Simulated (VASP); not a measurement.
# Si2SnB3 (Cmmm) in VASP: a series of runs

Runs on Si2SnB3. Level: PBE. Tasks: single point.

Everything below comes from runs of VASP 6.6.1. Logs are shortened: lines on timing, memory, paths and dates and some standing lists are left out, and cuts for length are marked.

**1. The cell of the first run**

It takes space group Cmmm (No. 65, orthorhombic). Conventional cell: a = 6.814 Å, b = 8.293 Å, c = 2.907 Å, α = 90.00°, β = 90.00°, γ = 90.00°. Si (site symmetry 2/m) has 6 B at 2.08 to 3.05 Å and 2 Si at 2.91 Å and 4 Sn at 3.05 Å within 3.1 Å. Within 3.9 Å of Sn (site symmetry mmm) lie 2 Sn at 2.91 Å and 8 Si at 3.05 Å and 14 B at 3.41 to 3.81 Å. B (site symmetry m2m) has 3 B at 1.70 to 1.75 Å and 2 Si at 2.08 Å within 2.3 Å. B (site symmetry mmm) has 4 B at 1.70 Å within 2.3 Å.

**2. Single point, PBE**

Contents of INCAR:

```
SYSTEM = Si2SnB3
PREC = Accurate ; ENCUT = 520
EDIFF = 1E-6 ; ISMEAR = 0
SIGMA = 0.2 ; LREAL = .FALSE.
LASPH = .TRUE. ; NELM = 60
ALGO = Normal ; ISIF = 2
LWAVE = .FALSE. ; LCHARG = .FALSE.
GGA = PE ; NBANDS = 43
```

Contents of KPOINTS:

```
Automatic mesh
0
G
  4 4 4
  0 0 0
```

Contents of POSCAR:

```
Si2SnB3
1.0
    3.4069772917     -4.1467443586      0.0000000000
    3.4069772917      4.1467443586      0.0000000000
    0.0000000000      0.0000000000      5.8141940836
Si Sn B
4 2 6
Direct
    0.5000000000      0.0000000000      0.2500000000
    0.5000000000      0.0000000000      0.7500000000
    0.0000000000      0.5000000000      0.2500000000
    0.0000000000      0.5000000000      0.7500000000
    0.5000000000      0.5000000000      0.0000000000
    0.5000000000      0.5000000000      0.5000000000
    0.1056420176      0.8943579824      0.2500000000
    0.1056420176      0.8943579824      0.7500000000
    0.8943579824      0.1056420176      0.2500000000
    0.8943579824      0.1056420176      0.7500000000
    0.0000000000      0.0000000000      0.5000000000
    0.0000000000      0.0000000000      0.0000000000
```

Potentials or basis: VASP PAW PBE potentials, release 64 (Si, Sn_d, B).

On the command line:

```
$ cat potpaw_PBE.64/Si/POTCAR potpaw_PBE.64/Sn_d/POTCAR potpaw_PBE.64/B/POTCAR > POTCAR
$ mpirun -np 1 vasp_std > vasp.out
```

OUTCAR:

```text
SYSTEM = Si2SnB3
   PREC = Accurate
   ENCUT = 520
   EDIFF = 1E-6
   ISMEAR = 0
   LREAL = .FALSE.
   LASPH = .TRUE.
   NELM = 60
   ISIF = 2
   GGA = PE

 ion  position               nearest neighbor table
   1  0.500  0.000  0.250-   7 2.08   9 2.08   2 2.91   2 2.91   6 3.05   5 3.05   5 3.05   6 3.05

   2  0.500  0.000  0.750-   8 2.08  10 2.08   1 2.91   1 2.91   6 3.05   5 3.05   5 3.05   6 3.05

   3  0.000  0.500  0.250-   7 2.08   9 2.08   4 2.91   4 2.91   6 3.05   5 3.05   5 3.05   6 3.05

   4  0.000  0.500  0.750-   8 2.08  10 2.08   3 2.91   3 2.91   6 3.05   5 3.05   5 3.05   6 3.05

   5  0.500  0.500  0.000-   6 2.91   6 2.91   3 3.05   4 3.05   1 3.05   2 3.05   1 3.05   2 3.05
                             3 3.05   4 3.05
   6  0.500  0.500  0.500-   5 2.91   5 2.91   3 3.05   4 3.05   1 3.05   2 3.05   1 3.05   2 3.05
                             3 3.05   4 3.05
   7  0.106  0.894  0.250-  11 1.70  12 1.70   9 1.75   3 2.08   1 2.08
   8  0.106  0.894  0.750-  11 1.70  12 1.70  10 1.75   4 2.08   2 2.08
   9  0.894  0.106  0.250-  11 1.70  12 1.70   7 1.75   3 2.08   1 2.08
  10  0.894  0.106  0.750-  11 1.70  12 1.70   8 1.75   4 2.08   2 2.08
  11  0.000  0.000  0.500-   7 1.70   8 1.70   9 1.70  10 1.70
  12  0.000  0.000  0.000-   7 1.70   8 1.70   9 1.70  10 1.70

  LATTYP: Found a base centered orthorhombic cell.
 ALAT       =     6.8139545834
 B/A-ratio  =     1.2171329609
 C/A-ratio  =     0.8532774929

  Lattice vectors:

 A1 = (   3.4069772917,  -4.1467443586,   0.0000000000)
 A2 = (   3.4069772917,   4.1467443586,   0.0000000000)
 A3 = (   0.0000000000,   0.0000000000,   5.8141940836)

Analysis of symmetry for initial positions (statically):
=====================================================================
 Subroutine PRICEL returns following result:

  LATTYP: Found a base centered orthorhombic cell.
 ALAT       =     6.8139545834
 B/A-ratio  =     1.2171329609
 C/A-ratio  =     0.4266387464

  Lattice vectors:

 A1 = (   3.4069772917,  -4.1467443586,   0.0000000000)
 A2 = (   3.4069772917,   4.1467443586,   0.0000000000)
 A3 = (   0.0000000000,   0.0000000000,   2.9070970418)

   2 primitive cells build up your supercell.

 Routine SETGRP: Setting up the symmetry group for a
 base centered orthorhombic supercell.

 Subroutine GETGRP returns: Found  8 space group operations
 (whereof  8 operations were pure point group operations)
 out of a pool of  8 trial point group operations.

The static configuration has the point symmetry D_2h.

[... 139 lines left out ...]
   NELECT =      62.0000    total number of electrons
   NUPDOWN=      -1.0000    fix difference up-down
   EMIN   =  10.00;   EMAX   =-10.00  energy-range for DOS
   EFERMI =   0.00;   METHOD = LEGACY
   ISMEAR =     0;   SIGMA  =   0.20  broadening in eV -4-tet -1-fermi 0-gaus
   EFERMI_NEDOS =   21; number of points for ismear=-14 and -15
   IALGO  =     38    algorithm
   IMIX   =      4    mixing-type and parameters
     AMIX     =   0.40;   BMIX     =  1.00
     AMIX_MAG =   1.60;   BMIX_MAG =  1.00
  volume/ion in A,a.u.               =      13.69        92.39
  Fermi-wavevector in a.u.,A,eV,Ry     =   1.183060  2.235659 19.043131  1.399631
  Thomas-Fermi vector in A             =   2.319302
   LORBIT       =      0    0 simple, 1 ext, 2 COOP (PROOUT), +10 PAW based schemes
   GGA     = PE    functional components
   LHFCALC =     F    Hartree Fock is set to
   AEXX    =    0.0000 exact exchange contribution
   IVDW    =     0    specifies the selected vdW correction
   LEPSILON=     F    determine dielectric tensor
   LRPA    =     F    only Hartree local field effects (RPA)
 non-spin polarized calculation
 Gauss-broadening in eV      SIGMA  =   0.20
  energy-cutoff  :      520.00
  volume of cell :      164.28
 maximum number of plane-waves:      4448
   NGX = 19   NGY = 19   NGZ = 21

 number of electron      61.9999992 magnetization

 Free energy of the ion-electron system (eV)
  ---------------------------------------------------
  ext. energy  EPLUGINS =         0.00000000
  ---------------------------------------------------
  free energy    TOTEN  =       -64.22845475 eV

  energy without entropy =      -64.16668816  energy(sigma->0) =      -64.19757146

 E-fermi :   7.7263     XC(G=0): -10.8122

 val. band max:        7.6935833753   @ k =   0.2500   0.2500   0.2500
 cond. band min:       7.7787833370   @ k =   0.5000   0.0000   0.0000
 fundamental gap:      0.0851999617
 Fermi energy:         7.7263081643

 k-point     1 :       0.0000    0.0000    0.0000
  band No.  band energies     occupation
      1     -14.1173      2.00000
      2     -13.9195      2.00000
      3     -13.9104      2.00000
      4     -13.7907      2.00000
      5     -13.7708      2.00000
      6     -13.7596      2.00000
[... 955 lines left out ...]
     42      11.1842      0.00000
     43      12.0071      0.00000

------------------------ aborting loop because EDIFF is reached ----------------------------------------

  FORCE on cell =-STRESS in cart. coord.  units (eV):
  Direction    XX          YY          ZZ          XY          YZ          ZX
  --------------------------------------------------------------------------------------
  -------------------------------------------------------------------------------------
  Total        0.1042305     -1.2338092      0.5469688      0.0000000      0.0000000      0.0000000
  in kB        1.0165051    -12.0326852      5.3342962      0.0000000      0.0000000      0.0000000
  external PRESSURE =      -1.8939613 kB  Pullay stress =       0.0000000 kB

 VOLUME and BASIS-vectors are now :
 -----------------------------------------------------------------------------
  energy-cutoff  :      520.00
  volume of cell :      164.28
      direct lattice vectors                 reciprocal lattice vectors
     3.406977292 -4.146744359  0.000000000     0.146757656 -0.120576519  0.000000000
     3.406977292  4.146744359  0.000000000     0.146757656  0.120576519  0.000000000
     0.000000000  0.000000000  5.814194084     0.000000000  0.000000000  0.171992883

 POSITION                                       TOTAL-FORCE (eV/Angst)
 -----------------------------------------------------------------------------------
      1.70349     -2.07337      1.45355         0.000000      0.000000      0.000000
      1.70349     -2.07337      4.36065         0.000000      0.000000      0.000000
      1.70349      2.07337      1.45355         0.000000      0.000000      0.000000
      1.70349      2.07337      4.36065         0.000000      0.000000      0.000000
      3.40698      0.00000      0.00000        -0.000000      0.000000     -0.000000
      3.40698      0.00000      2.90710        -0.000000      0.000000      0.000000
      3.40698      3.27060      1.45355         0.000000      0.160455      0.000000
      3.40698      3.27060      4.36065         0.000000      0.160455      0.000000
      3.40698     -3.27060      1.45355         0.000000     -0.160455      0.000000
      3.40698     -3.27060      4.36065         0.000000     -0.160455      0.000000
      0.00000      0.00000      2.90710         0.000000      0.000000      0.000000
      0.00000      0.00000      0.00000         0.000000      0.000000      0.000000
 -----------------------------------------------------------------------------------
    total drift:                                0.000000      0.000000     -0.000000

  FREE ENERGIE OF THE ION-ELECTRON SYSTEM (eV)
  ---------------------------------------------------
  free  energy   TOTEN  =       -64.2284547499 eV

  energy  without entropy=      -64.1666881636  energy(sigma->0) =      -64.19757146
```

It took 79 s on 1 thread of AMD EPYC 9R45 (Zen 5), shared host; peak memory 0.3 GiB.

Results:

- Free energy: -64.2285 eV
- Pressure: -0.2 GPa
- Largest force: 0.160 eV/Å
- Band gap on the k mesh: zero (bands 31 and 32 overlap by 1.13 eV)

Forces in eV/Å, atoms in the order of the input:
```
Si   0.000  0.000  0.000
Si   0.000  0.000  0.000
Si   0.000  0.000  0.000
Si   0.000  0.000  0.000
Sn   0.000  0.000  0.000
Sn   0.000  0.000  0.000
B    0.000  0.160  0.000
B    0.000  0.160  0.000
B    0.000 -0.160  0.000
B    0.000 -0.160  0.000
B    0.000  0.000  0.000
B    0.000  0.000  0.000
```

Caveat: spin-orbit coupling is left out, which moves the levels of the heavy elements.

**3. Single point, PBE**

This run uses another cell than the first one: it holds 6 atoms, not 12.

Contents of INCAR:

```
SYSTEM = Si2SnB3
ALGO     = Normal         ! electronic algorithm
EDIFF    = 1E-7           ! SCF threshold, eV
ENCUT    = 520            ! plane-wave cutoff, eV
GGA      = PE             ! functional
ISIF     = 2              ! what is computed and relaxed
ISMEAR   = 0              ! smearing method
LASPH    = .True.         ! aspherical terms in the spheres
LCHARG   = .False.        ! write CHGCAR
LREAL    = .False.        ! projectors in reciprocal space
LWAVE    = .False.        ! write WAVECAR
NBANDS   = 24             ! bands
NELM     = 100            ! most SCF steps
PREC     = Accurate       ! precision mode
SIGMA    = 0.1            ! smearing width, eV
```

Contents of KPOINTS:

```
k-points
0
Gamma
  6 6 12
  0 0 0
```

Contents of POSCAR:

```
Si2SnB3
1.0
    3.4061682037     -4.1388912900      0.0000000000
    3.4061682037      4.1388912900      0.0000000000
    0.0000000000      0.0000000000      2.9139638939
Si Sn B
2 1 3
Direct
    0.5000000000      0.0000000000      0.5000000000
    0.0000000000      0.5000000000      0.5000000000
    0.5000000000      0.5000000000      0.0000000000
    0.1056474477      0.8943525523      0.5000000000
    0.8943525523      0.1056474477      0.5000000000
    0.0000000000      0.0000000000      0.0000000000
```

Potentials or basis: VASP PAW PBE potentials, release 64 (Si, Sn_d, B).

On the command line:

```
$ cat potpaw_PBE.64/Si/POTCAR potpaw_PBE.64/Sn_d/POTCAR potpaw_PBE.64/B/POTCAR > POTCAR
$ mpirun -np 1 vasp_std > vasp.out
```

OUTCAR:

```text
SYSTEM = Si2SnB3
   EDIFF = 1E-7
   ENCUT = 520
   GGA = PE
   ISIF = 2
   ISMEAR = 0
   LASPH = .True.
   LREAL = .False.
   NELM = 100
   PREC = Accurate

 ion  position               nearest neighbor table
   1  0.500  0.000  0.500-   4 2.08   5 2.08   3 3.05   3 3.05   3 3.05   3 3.05
   2  0.000  0.500  0.500-   4 2.08   5 2.08   3 3.05   3 3.05   3 3.05   3 3.05
   3  0.500  0.500  0.000-   1 3.05   2 3.05   1 3.05   2 3.05   1 3.05   1 3.05   2 3.05   2 3.05

   4  0.106  0.894  0.500-   6 1.70   6 1.70   5 1.75   2 2.08   1 2.08
   5  0.894  0.106  0.500-   6 1.70   6 1.70   4 1.75   2 2.08   1 2.08
   6  0.000  0.000  0.000-   4 1.70   5 1.70   4 1.70   5 1.70
[... 857 lines left out ...]
  Total       -0.0154603     -0.0100928     -0.0067501      0.0000000      0.0000000      0.0000000
  in kB       -0.3014833     -0.1968141     -0.1316296      0.0000000      0.0000000      0.0000000
  external PRESSURE =      -0.2099757 kB  Pullay stress =       0.0000000 kB

 VOLUME and BASIS-vectors are now :
 -----------------------------------------------------------------------------
  energy-cutoff  :      520.00
  volume of cell :       82.16
      direct lattice vectors                 reciprocal lattice vectors
     3.406168204 -4.138891290  0.000000000     0.146792516 -0.120805299  0.000000000
     3.406168204  4.138891290  0.000000000     0.146792516  0.120805299  0.000000000
     0.000000000  0.000000000  2.913963894     0.000000000  0.000000000  0.343175151

 POSITION                                       TOTAL-FORCE (eV/Angst)
 -----------------------------------------------------------------------------------
      1.70308     -2.06945      1.45698        -0.000000      0.000000      0.000000
      1.70308      2.06945      1.45698         0.000000      0.000000      0.000000
      3.40617      0.00000      0.00000         0.000000      0.000000      0.000000
      3.40617      3.26436      1.45698         0.000000     -0.005949      0.000000
      3.40617     -3.26436      1.45698         0.000000      0.005949      0.000000
      0.00000      0.00000      0.00000         0.000000      0.000000      0.000000
 -----------------------------------------------------------------------------------
    total drift:                                0.000000      0.000000     -0.000000

  FREE ENERGIE OF THE ION-ELECTRON SYSTEM (eV)
  ---------------------------------------------------
  free  energy   TOTEN  =       -32.0770859915 eV

  energy  without entropy=      -32.0693608291  energy(sigma->0) =      -32.07322341
```

OSZICAR:

```text
N       E                     dE             d eps       ncg     rms          rms(c)
DAV:   1     0.195366010716E+03    0.19537E+03   -0.13925E+04  4432   0.146E+03
DAV:   2    -0.140951769712E+02   -0.20946E+03   -0.19512E+03  4528   0.390E+02
DAV:   3    -0.350867635617E+02   -0.20992E+02   -0.20087E+02  5696   0.101E+02
DAV:   4    -0.357541799836E+02   -0.66742E+00   -0.66499E+00  5192   0.180E+01
DAV:   5    -0.357711061495E+02   -0.16926E-01   -0.16922E-01  6104   0.308E+00    0.859E+00
DAV:   6    -0.320450377411E+02    0.37261E+01   -0.91885E+00  5480   0.173E+01    0.418E+00
DAV:   7    -0.321032380178E+02   -0.58200E-01   -0.18719E+00  5184   0.585E+00    0.201E+00
DAV:   8    -0.320792111314E+02    0.24027E-01   -0.61423E-02  5528   0.173E+00    0.761E-01
DAV:   9    -0.320770755092E+02    0.21356E-02   -0.12563E-02  5544   0.632E-01    0.963E-02
DAV:  10    -0.320770841774E+02   -0.86682E-05   -0.18230E-03  5656   0.280E-01    0.534E-02
DAV:  11    -0.320770830685E+02    0.11089E-05   -0.18204E-04  5320   0.768E-02    0.275E-02
DAV:  12    -0.320770856909E+02   -0.26224E-05   -0.23630E-05  5416   0.284E-02    0.609E-03
DAV:  13    -0.320770859192E+02   -0.22828E-06   -0.20974E-06  5472   0.956E-03    0.241E-03
DAV:  14    -0.320770859915E+02   -0.72239E-07   -0.11758E-07  4064   0.235E-03
   1 F= -.32077086E+02 E0= -.32073223E+02  d E =-.772516E-02
```

stdout:

```text
POSCAR found type information on POSCAR SiSnB
 POSCAR found :  3 types and       6 ions
 scaLAPACK will be used
 LDA part: xc-table for (Slater+PW92), standard interpolation
 POSCAR, INCAR and KPOINTS ok, starting setup
 FFT: planning ... GRIDC
 FFT: planning ... GRID_SOFT
 FFT: planning ... GRID
 WAVECAR not read
 entering main loop
```

It took 81 s on 1 thread of AMD EPYC 9R45 (Zen 5), shared host; peak memory 0.27 GiB.

What came out:

```
Free energy            : -32.0771 eV
Pressure               : 0.0 GPa
Largest force          : 0.006 eV/Å
Band gap on the k mesh : zero (an odd number of electrons rules out a gap without spin polarisation)
```

Forces in eV/Å, atoms in the order of the input:
```
Si   0.000  0.000  0.000
Si   0.000  0.000  0.000
Sn   0.000  0.000  0.000
B    0.000 -0.006  0.000
B    0.000  0.006  0.000
B    0.000  0.000  0.000
```

Caveat: spin-orbit coupling is left out, which moves the levels of the heavy elements; an odd number of electrons without spin polarisation forces a metal; a magnetic or distorted state may lie lower.

**4. Single point, PBE**

This run uses another cell than the first one: it holds 6 atoms, not 12.

Contents of INCAR:

```
ALGO     = Normal         # electronic algorithm
EDIFF    = 1E-6           # SCF threshold, eV
ENCUT    = 520            # plane-wave cutoff, eV
GGA      = PE             # functional
ISIF     = 2              # what is computed and relaxed
ISMEAR   = 0              # smearing method
LASPH    = T              # aspherical terms in the spheres
LCHARG   = T              # write CHGCAR
LELF     = T              # ELF
LREAL    = F              # projectors in reciprocal space
LVHAR    = T            
LWAVE    = F              # write WAVECAR
NBANDS   = 24             # bands
NELM     = 80             # most SCF steps
PREC     = Accurate       # precision mode
SIGMA    = 0.1            # smearing width, eV
```

Contents of KPOINTS:

```
k-points
0
Gamma
  10 10 4
```

Contents of POSCAR:

```
Si2SnB3
1.0
    1.7164486264     -2.9331852213      0.0000000000
    1.7164486264      2.9331852213      0.0000000000
    0.0000000000      0.0000000000      8.2242293611
Si Sn B
2 1 3
Direct
    0.0000000000      0.0000000000      0.2068529290
    0.0000000000      0.0000000000      0.7931470710
    0.5000000000      0.5000000000      0.5000000000
    0.0000000000      0.5000000000      0.0000000000
    0.5000000000      0.0000000000      0.0000000000
    0.5000000000      0.5000000000      0.0000000000
```

On the command line:

```
$ cat potpaw_PBE.64/Si/POTCAR potpaw_PBE.64/Sn_d/POTCAR potpaw_PBE.64/B/POTCAR > POTCAR
$ mpirun -np 1 vasp_std > vasp.out
```

It took 95 s on 1 thread of AMD EPYC 9R45 (Zen 5), shared host; peak memory 0.3 GiB.

It converged, with:

- Free energy: -31.4572 eV
- Pressure: 0.0 GPa
- Largest force: 0.008 eV/Å
- Band gap on the k mesh: zero (an odd number of electrons rules out a gap without spin polarisation)

Forces on the atoms (eV/Å):
```
Si   0.000  0.000 -0.008
Si   0.000  0.000  0.008
Sn   0.000  0.000  0.000
B    0.000  0.000  0.000
B    0.000  0.000  0.000
B    0.000  0.000  0.000
```

Levels at points of the mesh, in eV from the Fermi level:
```
           k point  band 14  band 15  band 16  band 17  band 18  band 19
(0.00, 0.00, 0.00)     1.66     1.88     2.37     3.17     3.45     3.67
(0.50, 0.00, 0.00)    -1.20    -0.92    -0.65    -0.11     0.28     2.73
(0.50, 0.50, 0.00)    -2.00    -1.37    -0.04     0.22     1.07     1.72
(0.00, 0.00, 0.50)     0.10     1.66     1.95     2.70     3.34     3.46
(0.50, 0.00, 0.50)    -4.03    -2.93     0.18     0.97     3.22     3.48
(0.50, 0.50, 0.50)    -3.37    -1.77    -0.29     0.69     3.00     3.37
```

Caveat: spin-orbit coupling is left out, which moves the levels of the heavy elements; an odd number of electrons without spin polarisation forces a metal; a magnetic or distorted state may lie lower.

**5. Overview**

| cell | k mesh | smearing | gap on the mesh (eV) | pressure (GPa) | largest force (eV/Å) |
| --- | --- | --- | --- | --- | --- |
| a = 5.367, b = 5.367, c = 5.814 Å, angles 90.0, 90.0, 101.2°, 12 atoms, atomic positions A | 4 × 4 × 4 | gaussian 0.2 eV | none | -0.2 | 0.16 |
| a = 5.360, b = 5.360, c = 2.914 Å, angles 90.0, 90.0, 101.1°, 6 atoms, atomic positions B | 6 × 6 × 12 | gaussian 0.1 eV | none | 0.0 | 0.01 |
| a = 3.398, b = 3.398, c = 8.224 Å, angles 90.0, 90.0, 119.3°, 6 atoms, atomic positions C | 10 × 10 × 4 | gaussian 0.1 eV | none | 0.0 | 0.01 |

Alike in all rows: task single point; level PBE; potentials or basis VASP PAW PBE potentials, release 64 (Si, Sn_d, B); no spin polarisation; cutoff (eV) 520.

Caveats: spin-orbit coupling is left out, which moves the levels of the heavy elements; an odd number of electrons without spin polarisation forces a metal (at least some runs); a magnetic or distorted state may lie lower (at least some runs).

Absolute energies hang on the potentials; compare differences alone.

The gap in the log of VASP goes by the Fermi energy; the results here count the filled bands.